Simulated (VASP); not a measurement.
# Sr2Hf (P6/mmm) in VASP: further runs

The runs below take Sr2Hf through single point, relaxation of cell and atoms, with PBE.

Everything below comes from runs of VASP 6.6.1. Logs are shortened: lines on timing, memory, paths and dates and some standing lists are left out, and cuts for length are marked.

## Step 1: The cell of the first run

The structure is hexagonal, space group P6/mmm (No. 191). Conventional cell: a = 5.958 Å, b = 5.958 Å, c = 3.427 Å, α = 90.00°, β = 90.00°, γ = 120.00°. Within 4.5 Å of Sr (site symmetry -6m2) lie 5 Sr at 3.43 to 3.44 Å and 6 Hf at 3.84 Å. Within 4.5 Å of Hf (site symmetry 6/mmm) lie 2 Hf at 3.43 Å and 12 Sr at 3.84 Å.

## Step 2: Single point, PBE

INCAR reads:

```
SYSTEM = Sr2Hf
  PREC = Accurate
  ENCUT = 520
  EDIFF = 1E-7
  ISMEAR = 0
  SIGMA = 0.1
  LREAL = .False.
  LASPH = .True.
  NELM = 100
  ALGO = Fast
  ISIF = 2
  LWAVE = .False.
  LCHARG = .False.
  GGA = PE
  NBANDS = 22
```

KPOINTS reads:

```
regular mesh
0
Gamma
  6 6 6
  0 0 0
```

POSCAR reads:

```
Sr2Hf
1.0
    5.9576000325      0.0000000000      0.0000000000
   -2.9788000162      5.1594329737      0.0000000000
    0.0000000000      0.0000000000      3.4272036277
Sr Hf
2 1
Direct
    0.3333333333      0.6666666667      0.5000000000
    0.6666666667      0.3333333333      0.5000000000
    0.0000000000      0.0000000000      0.0000000000
```

Potentials or basis: VASP PAW PBE potentials, release 64 (Sr_sv, Hf_pv).

The run is started by

```console
$ cat potpaw_PBE.64/Sr_sv/POTCAR potpaw_PBE.64/Hf_pv/POTCAR > POTCAR
$ mpirun -np 1 vasp_std > vasp.out
```

OUTCAR:

```text
SYSTEM = Sr2Hf
   PREC = Accurate
   ENCUT = 520
   EDIFF = 1E-7
   ISMEAR = 0
   LREAL = .False.
   LASPH = .True.
   NELM = 100
   ISIF = 2
   GGA = PE

 ion  position               nearest neighbor table
   1  0.333  0.667  0.500-   2 3.44   2 3.44   2 3.44   3 3.84   3 3.84   3 3.84   3 3.84   3 3.84
                             3 3.84   2 4.86   2 4.86   2 4.86   2 4.86   2 4.86   2 4.86
   2  0.667  0.333  0.500-   1 3.44   1 3.44   1 3.44   3 3.84   3 3.84   3 3.84   3 3.84   3 3.84
                             3 3.84   1 4.86   1 4.86   1 4.86   1 4.86   1 4.86   1 4.86
   3  0.000  0.000  0.000-   1 3.84   2 3.84   1 3.84   2 3.84   1 3.84   1 3.84   2 3.84   2 3.84
                             2 3.84   2 3.84   1 3.84   1 3.84

  LATTYP: Found a hexagonal cell.
 ALAT       =     5.9576000325
 C/A-ratio  =     0.5752658132

  Lattice vectors:

 A1 = (   5.9576000325,   0.0000000000,   0.0000000000)
 A2 = (  -2.9788000162,   5.1594329737,   0.0000000000)
 A3 = (   0.0000000000,   0.0000000000,   3.4272036277)

Analysis of symmetry for initial positions (statically):
=====================================================================
 Subroutine PRICEL returns:
 Original cell was already a primitive cell.

 Routine SETGRP: Setting up the symmetry group for a
 hexagonal supercell.

 Subroutine GETGRP returns: Found 24 space group operations
 (whereof 24 operations were pure point group operations)
 out of a pool of 24 trial point group operations.

The static configuration has the point symmetry D_6h.

Analysis of symmetry for dynamics (positions and initial velocities):
=====================================================================
 Subroutine PRICEL returns:
 Original cell was already a primitive cell.

 Routine SETGRP: Setting up the symmetry group for a
 hexagonal supercell.

 Subroutine GETGRP returns: Found 24 space group operations
 (whereof 24 operations were pure point group operations)
 out of a pool of 24 trial point group operations.

The dynamic configuration has the point symmetry D_6h.

 Subroutine INISYM returns: Found 24 space group operations
 (whereof 24 operations are pure point group operations),
 and found     1 'primitive' translations

----------------------------------------------------------------------------------------

                                     Primitive cell

  volume of cell :     105.3448

  direct lattice vectors                    reciprocal lattice vectors
     5.957600033  0.000000000  0.000000000     0.167852826  0.096909874  0.000000000
    -2.978800016  5.159432974  0.000000000     0.000000000  0.193819748  0.000000000
     0.000000000  0.000000000  3.427203628     0.000000000  0.000000000  0.291783071

  length of vectors
     5.957600033  5.957600032  3.427203628     0.193819748  0.193819748  0.291783071

  position of ions in fractional coordinates (direct lattice)
     0.333333333  0.666666667  0.500000000
     0.666666667  0.333333333  0.500000000
     0.000000000  0.000000000  0.000000000

  ion indices of the primitive-cell ions
   primitive index   ion index
                 1           1
                 2           2
                 3           3

----------------------------------------------------------------------------------------

 KPOINTS: regular mesh

Automatic generation of k-mesh.
 Grid dimensions read from file:
 generate k-points for:    6    6    6

 Generating k-lattice:

  Cartesian coordinates                     Fractional coordinates (reciprocal lattice)
     0.027975471  0.016151646  0.000000000     0.166666667 -0.000000000  0.000000000
     0.000000000  0.032303291  0.000000000     0.000000000  0.166666667  0.000000000
     0.000000000  0.000000000  0.048630512     0.000000000  0.000000000  0.166666667

  Length of vectors
     0.032303291  0.032303291  0.048630512

  Shift w.r.t. Gamma in fractional coordinates (k-lattice)
     0.000000000  0.000000000  0.000000000

 Subroutine IBZKPT returns following result:
 ===========================================

 Found     28 irreducible k-points:

 Following reciprocal coordinates:
            Coordinates               Weight
  0.000000  0.000000  0.000000      1.000000
  0.166667  0.000000  0.000000      6.000000
  0.333333  0.000000  0.000000      6.000000
  0.500000 -0.000000  0.000000      3.000000
  0.166667  0.166667  0.000000      6.000000
  0.333333  0.166667  0.000000     12.000000
[... 16 lines left out ...]
  0.166667  0.000000  0.500000      6.000000
  0.333333  0.000000  0.500000      6.000000
 [... further k-points ...]
   k-points           NKPTS =     28   k-points in BZ     NKDIM =     28   number of bands    NBANDS=     22
   number of dos      NEDOS =    301   number of ions     NIONS =      3
   total plane-waves  NPLWV =  64512
   dimension x,y,z NGX =    48 NGY =   48 NGZ =   28
   dimension x,y,z NGXF=    96 NGYF=   96 NGZF=   56
   ions per type =               2   1
   NGX,Y,Z   is equivalent  to a cutoff of  13.39, 13.39, 13.58 a.u.
   NGXF,Y,Z  is equivalent  to a cutoff of  26.79, 26.79, 27.16 a.u.
 SYSTEM =  Sr2Hf
   PREC   = accura    normal or accurate (medium, high low for compatibility)
   ISTART =      0    job   : 0-new  1-cont  2-samecut
   ICHARG =      2    charge: 1-file 2-atom 10-const
   ISPIN  =      1    spin polarized calculation?
   LNONCOLLINEAR =      F non collinear calculations
   LSORBIT =      F    spin-orbit coupling
   LASPH  =      T    aspherical Exc in radial PAW
   ENCUT  =  520.0 eV  38.22 Ry    6.18 a.u.  11.08 11.08  6.37*2*pi/ulx,y,z
   NELM   =    100;   NELMIN=  2; NELMDL= -5     # of ELM steps
   EDIFF  = 0.1E-06   stopping-criterion for ELM
   LREAL  =      F    real-space projection
   EDIFFG = 0.1E-05   stopping-criterion for IOM
   NSW    =      0    number of steps for IOM
   IBRION =     -1    ionic relax: 0-MD 1-quasi-New 2-CG
   NFREE  =      0    steps in history (QN), initial steepest desc. (CG)
   ISIF   =      2    stress and relaxation
   ISYM   =      2    0-nonsym 1-usesym 2-fastsym
   POTIM  = 0.5000    time-step for ionic-motion
   TEBEG  =    0.0;   TEEND  =   0.0 temperature during run
   PSTRESS=    0.0 pullay stress
   NELECT =      30.0000    total number of electrons
   NUPDOWN=      -1.0000    fix difference up-down
   EMIN   =  10.00;   EMAX   =-10.00  energy-range for DOS
   EFERMI =   0.00;   METHOD = LEGACY
   ISMEAR =     0;   SIGMA  =   0.10  broadening in eV -4-tet -1-fermi 0-gaus
   EFERMI_NEDOS =   21; number of points for ismear=-14 and -15
   IALGO  =     68    algorithm
   IMIX   =      4    mixing-type and parameters
     AMIX     =   0.40;   BMIX     =  1.00
     AMIX_MAG =   1.60;   BMIX_MAG =  1.00
  volume/ion in A,a.u.               =      35.11       236.97
  Fermi-wavevector in a.u.,A,eV,Ry     =   1.077071  2.035368 15.783861  1.160081
  Thomas-Fermi vector in A             =   2.212972
   LORBIT       =      0    0 simple, 1 ext, 2 COOP (PROOUT), +10 PAW based schemes
   GGA     = PE    functional components
   LHFCALC =     F    Hartree Fock is set to
   AEXX    =    0.0000 exact exchange contribution
   IVDW    =     0    specifies the selected vdW correction
   LEPSILON=     F    determine dielectric tensor
   LRPA    =     F    only Hartree local field effects (RPA)
 non-spin polarized calculation
 RMM-DIIS sequential band-by-band and
 Gauss-broadening in eV      SIGMA  =   0.10
  energy-cutoff  :      520.00
  volume of cell :      105.34
 maximum number of plane-waves:      2856
 NGX is ok and might be reduce to    48
   NGX = 23   NGY = 23   NGZ = 13

 number of electron      30.0000000 magnetization

 Free energy of the ion-electron system (eV)
  ---------------------------------------------------
  ext. energy  EPLUGINS =         0.00000000
  ---------------------------------------------------
  free energy    TOTEN  =       -10.99423562 eV

  energy without entropy =      -10.95652045  energy(sigma->0) =      -10.97537803

 E-fermi :   2.8282     XC(G=0):  -9.0127

 val. band max:        2.8140059266   @ k =   0.3333   0.3333   0.3333
 cond. band min:       2.8354394174   @ k =   0.1667   0.1667   0.0000
 fundamental gap:      0.0214334908
 Fermi energy:         2.8281705136

 k-point     1 :       0.0000    0.0000    0.0000
  band No.  band energies     occupation
      1     -32.8213      2.00000
      2     -32.7152      2.00000
      3     -28.6835      2.00000
      4     -28.6835      2.00000
      5     -28.4945      2.00000
      6     -15.0918      2.00000
[... 14 lines left out ...]
     21       5.7715      0.00000
     22       5.7722      0.00000

 k-point     2 :       0.1667    0.0000    0.0000
  band No.  band energies     occupation
      1     -32.8152      2.00000
      2     -32.7216      2.00000
      3     -28.6835      2.00000
      4     -28.6834      2.00000
      5     -28.4945      2.00000
      6     -15.1039      2.00000
[... 14 lines left out ...]
     21       5.4439      0.00000
     22       5.8173      0.00000

 k-point     3 :       0.3333    0.0000    0.0000
  band No.  band energies     occupation
      1     -32.7993      2.00000
      2     -32.7379      2.00000
      3     -28.6835      2.00000
      4     -28.6831      2.00000
      5     -28.4945      2.00000
      6     -15.1264      2.00000
[... 14 lines left out ...]
     21       5.1813      0.00000
     22       5.3153      0.00000
[... 476 lines left out ...]
 k-point    23 :       0.1667    0.0000    0.5000
  band No.  band energies     occupation
      1     -32.7405      2.00000
      2     -32.6505      2.00000
      3     -28.6713      2.00000
      4     -28.6661      2.00000
      5     -28.6661      2.00000
      6     -15.3207      2.00000
[... 14 lines left out ...]
     21       6.3899      0.00000
     22       6.7240      0.00000

 k-point    24 :       0.3333    0.0000    0.5000
  band No.  band energies     occupation
      1     -32.7251      2.00000
      2     -32.6662      2.00000
      3     -28.6715      2.00000
      4     -28.6662      2.00000
      5     -28.6661      2.00000
      6     -15.2919      2.00000
[... 14 lines left out ...]
     21       6.1093      0.00000
     22       6.7047      0.00000

 [... further k-points ...]

------------------------ aborting loop because EDIFF is reached ----------------------------------------

  FORCE on cell =-STRESS in cart. coord.  units (eV):
  Direction    XX          YY          ZZ          XY          YZ          ZX
  --------------------------------------------------------------------------------------
  -------------------------------------------------------------------------------------
  Total        0.1832459      0.1832459     -0.0800695      0.0000000      0.0000000     -0.0000000
  in kB        2.7869656      2.7869656     -1.2177681      0.0000000      0.0000000     -0.0000000
  external PRESSURE =       1.4520544 kB  Pullay stress =       0.0000000 kB

 VOLUME and BASIS-vectors are now :
 -----------------------------------------------------------------------------
  energy-cutoff  :      520.00
  volume of cell :      105.34
      direct lattice vectors                 reciprocal lattice vectors
     5.957600033  0.000000000  0.000000000     0.167852826  0.096909874  0.000000000
    -2.978800016  5.159432974  0.000000000     0.000000000  0.193819748  0.000000000
     0.000000000  0.000000000  3.427203628     0.000000000  0.000000000  0.291783071

 POSITION                                       TOTAL-FORCE (eV/Angst)
 -----------------------------------------------------------------------------------
     -0.00000      3.43962      1.71360        -0.000000      0.000000     -0.000000
      2.97880      1.71981      1.71360        -0.000000      0.000000      0.000000
      0.00000      0.00000      0.00000         0.000000      0.000000     -0.000000
 -----------------------------------------------------------------------------------
    total drift:                               -0.000000      0.000000     -0.000000

  FREE ENERGIE OF THE ION-ELECTRON SYSTEM (eV)
  ---------------------------------------------------
  free  energy   TOTEN  =       -10.9942356176 eV

  energy  without entropy=      -10.9565204473  energy(sigma->0) =      -10.97537803
```

It took 88 s on 1 thread of AMD EPYC 9R45 (Zen 5), shared host; peak memory 0.24 GiB.

Results:

```yaml
Free_energy: -10.9942 eV
Pressure: 0.1 GPa
Band_gap_on_the_k_mesh: zero (band 15 reaches 3.04 eV, above the bottom of band 16 at 2.16 eV)
```

Caveat: spin-orbit coupling is left out, which moves the levels of the heavy elements.

## Step 3: Relaxation of cell and atoms, PBE

This run uses another cell than the first one, of 28.56 Å³/atom, 0.813 times its volume.

INCAR reads:

```
ALGO     = Fast           # electronic algorithm
EDIFF    = 1E-7           # SCF threshold, eV
EDIFFG   = -0.04          # ionic threshold
ENCUT    = 600            # plane-wave cutoff, eV
GGA      = PE             # functional
IBRION   = 2              # ionic algorithm
ISIF     = 3              # what is computed and relaxed
ISMEAR   = 0              # smearing method
LASPH    = True           # aspherical terms in the spheres
LCHARG   = False          # write CHGCAR
LREAL    = False          # projectors in reciprocal space
LWAVE    = False          # write WAVECAR
NELM     = 60             # most SCF steps
NSW      = 90             # ionic steps
PREC     = Accurate       # precision mode
SIGMA    = 0.1            # smearing width, eV
```

KPOINTS reads:

```
k-points
0
Gamma
  6 6 6
```

POSCAR reads:

```
Sr2Hf
1.0
    5.3789744329      0.0000000000      0.0000000000
   -2.6894872164      4.6583285053      0.0000000000
    0.0000000000      0.0000000000      3.4193632181
Sr Hf
2 1
Direct
    0.3333333333      0.6666666667      0.5000000000
    0.6666666667      0.3333333333      0.5000000000
    0.0000000000      0.0000000000      0.0000000000
```

Potentials or basis: VASP PAW PBE potentials, release 64 (Sr_sv, Hf_pv).

The run is started by

```console
$ cat potpaw_PBE.64/Sr_sv/POTCAR potpaw_PBE.64/Hf_pv/POTCAR > POTCAR
$ mpirun -np 1 vasp_std > vasp.out
```

Run time: 6.3 min. Hardware: 1 thread of Intel Xeon Platinum 8488C (Sapphire Rapids), shared host; peak memory 0.29 GiB.

The run converged. Its results:

```
Free energy                            : -10.9940 eV
Relaxed volume                         : 35.31 Å³/atom
Relaxed cell                           : a = 5.987 Å, b = 5.987 Å, c = 3.412 Å, α = 90.00°, β = 90.00°, γ = 120.00°
Space group after relaxing (to 0.05 Å) : P6/mmm (No. 191)
Energy gained by relaxing              : 204.5 meV/atom
Ionic steps                            : 8
Pressure after relaxing                : 0.0 GPa
Band gap on the k mesh                 : zero (band 15 reaches 3.00 eV, above the bottom of band 16 at 2.14 eV)
```

The path:
```
step  energy change (eV)  largest force (eV/Å)  pressure (GPa)  volume (Å³)
   1              0.0000                0.0000            8.83        85.68
   2             -0.5956                0.0000           -0.10       106.56
   3             -0.5962                0.0000           -0.35       107.55
   4             -0.5961                0.0000           -0.24       107.08
   5             -0.6078                0.0000           -0.07       106.23
   6             -0.6129                0.0000            0.16       105.30
   7             -0.6129                0.0000            0.19       105.20
   8             -0.6134                0.0000            0.00       105.92
```

Final structure:
```cif
data_structure
_symmetry_space_group_name_H-M 'P 1'
_symmetry_Int_Tables_number 1
_cell_length_a 5.9869
_cell_length_b 5.9869
_cell_length_c 3.4123
_cell_angle_alpha 90.000
_cell_angle_beta 90.000
_cell_angle_gamma 120.000
_cell_volume 105.92
loop_
_atom_site_label
_atom_site_type_symbol
_atom_site_fract_x
_atom_site_fract_y
_atom_site_fract_z
_atom_site_occupancy
Sr1 Sr 0.33333 0.66667 0.50000 1
Sr2 Sr 0.66667 0.33333 0.50000 1
Hf1 Hf 0.00000 0.00000 0.00000 1
```

Levels at points of the mesh, in eV from the Fermi level:
```tsv
k point	band 11	band 12	band 13	band 14	band 15	band 16	band 17	band 18	band 19
(0.00, 0.00, 0.00)	-17.26	-4.78	-1.12	0.05	0.05	0.08	0.08	1.24	1.77
(0.50, 0.00, 0.00)	-17.30	-3.70	-2.26	-1.43	0.06	0.38	0.53	1.60	1.61
(0.00, 0.00, 0.50)	-17.35	-1.32	-1.03	-0.71	-0.71	-0.66	-0.66	1.82	1.82
(0.50, 0.00, 0.50)	-17.31	-1.77	-1.05	-0.43	-0.35	0.29	0.46	0.89	0.98
```

Caveat: the volume moved by over 15 % at a fixed basis, so the end points are rough; spin-orbit coupling is left out, which moves the levels of the heavy elements.
